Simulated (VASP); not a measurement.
A run of VASP 6.6.1:

File INCAR:

```
SYSTEM = Mo6CO
ALGO     = Normal         ! electronic algorithm
DIPOL    = 0.5 0.5 0.328
EDIFF    = 1E-6           ! SCF threshold, eV
ENCUT    = 520            ! plane-wave cutoff, eV
GGA      = PE             ! functional
IDIPOL   = 3            
ISIF     = 2              ! what is computed and relaxed
ISMEAR   = 0              ! smearing method
LASPH    = .True.         ! aspherical terms in the spheres
LCHARG   = .True.         ! write CHGCAR
LDIPOL   = .True.       
LELF     = .True.         ! ELF
LREAL    = .False.        ! projectors in reciprocal space
LVACPOTAV= .True.       
LVHAR    = .True.       
LWAVE    = .False.        ! write WAVECAR
NBANDS   = 57             ! bands
NELM     = 60             ! most SCF steps
PREC     = Accurate       ! precision mode
SIGMA    = 0.1            ! smearing width, eV
```

Contents of KPOINTS:

```
k-points
0
Gamma
  6 6 1
  0 0 0
```

Contents of POSCAR:

```
Mo6CO
1.0
    4.4695765303      0.0000000000      0.0000000000
   -2.2347882651      3.8707668194      0.0000000000
    0.0000000000      0.0000000000     22.2595667262
Mo C O
6 1 1
Direct
    0.6666666667      0.3333333333      0.1796980170
    0.3333333333      0.6666666667      0.2206848206
    0.0000000000      0.0000000000      0.2616716241
    0.6666666667      0.3333333333      0.2990464568
    0.3333333333      0.6666666667      0.3355219825
    0.0000000000      0.0000000000      0.3710569405
    0.1666666667      0.3333333333      0.4537180283
    0.2415872221      0.4831744442      0.4988487122
```

Potentials or basis: VASP PAW PBE potentials, release 64 (Mo_sv, C, O).

The run is started by

```sh
$ cat potpaw_PBE.64/Mo_sv/POTCAR potpaw_PBE.64/C/POTCAR potpaw_PBE.64/O/POTCAR > POTCAR
$ mpirun -np 1 vasp_std > vasp.out
```

Hardware: 1 thread of Intel(R) Xeon(R) 6975P-C (Granite Rapids) (shared host).

Q: How long does it take, and how much memory?

A: It took 6.4 min on 1 thread of Intel(R) Xeon(R) 6975P-C (Granite Rapids), with other jobs on the host, peak memory 0.63 GiB. Counts: scf iterations 31, k points 13.
